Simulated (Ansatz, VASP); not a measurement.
Rh in VASP and in Ansatz

The input INCAR:

```
SYSTEM = Rh
PREC = Accurate
ENCUT = 520
EDIFF = 1E-6
ISMEAR = 0
SIGMA = 0.15
LREAL = .False.
LASPH = .True.
NELM = 100
ALGO = Fast
ISIF = 2
LWAVE = .False.
LCHARG = .True.
GGA = PS
LELF = .True.
LVHAR = .True.
NBANDS = 38
```

KPOINTS

```
Automatic mesh
0
Gamma
  18 18 6
  0 0 0
```

The input POSCAR:

```
Rh
1.0
    2.5282750436      0.0000000000      0.0000000000
   -1.2641375218      2.3596260814      0.0000000000
    0.0000000000      0.0000000000      9.0478106183
Rh
4
Direct
    0.0000000000      0.0000000000      0.0000000000
    0.3333333333      0.6666666667      0.2500000000
    0.0000000000      0.0000000000      0.5000000000
    0.6666666667      0.3333333333      0.7500000000
```

Input for Ansatz:

```yaml
crystal:
  lattice:
    - [2.5282750436, 0.0, 0.0]
    - [-1.2641375218, 2.3596260814, 0.0]
    - [0.0, 0.0, 9.0478106183]
  atoms:
    - { symbol: Rh, position: [0.0, 0.0, 0.0] }
    - { symbol: Rh, position: [0.3333333333, 0.6666666667, 0.25] }
    - { symbol: Rh, position: [0.0, 0.0, 0.5] }
    - { symbol: Rh, position: [0.6666666667, 0.3333333333, 0.75] }
basis:
  ecutwfc: 420
kpoints:
  mp_grid: { grid: [18, 18, 6] }
hamiltonian:
  xc: pbesol
  pseudopotentials: { kind: paw, azcp: { folder: soft_1 } }
scf:
  occupations: { method: gaussian, width: 0.15 }
output:
  forces: true
  stress: true
  eigenvalues: true
```

Change from the starting cell: strain +e along x and -e along y -0.0367, strain +e along z and -e/2 along x and y +0.0367.

Alike in both runs: task single point; functional PBEsol; k mesh 18 × 18 × 6; occupations gaussian, width 0.15 eV; no spin polarisation.

|  | VASP | Ansatz |
| --- | --- | --- |
| version | VASP 6.6.1 | Ansatz 0.2.0 |
| potentials or method | VASP PAW PBE potentials, release 64 (Rh_pv), cutoff 520 eV | scalar-relativistic, plane waves, PAW |
| valence electrons in the cell | 60 | 68 |

```csv
,VASP,Ansatz,Ansatz less VASP
gap on the k mesh at the Fermi level (eV),none,none,-
pressure (GPa),3.3,3.4,+0.15
"traceless stress, the component that is largest in VASP (GPa)",23.58,23.62,+0.045
rms of the force components (eV/Å),0.049,0.049,-0.0002
```

VASP's potentials were made for PBE, not for PBEsol, and Ansatz warns of the same on its side. Atom by atom the forces differ by 0.000 eV/Å (rms over components). A gap of «none» marks a metal or a gap that the smearing closes. VASP's potentials hold 60 valence electrons a cell and Ansatz's 68, so a difference there can come from the potentials and not from the codes.
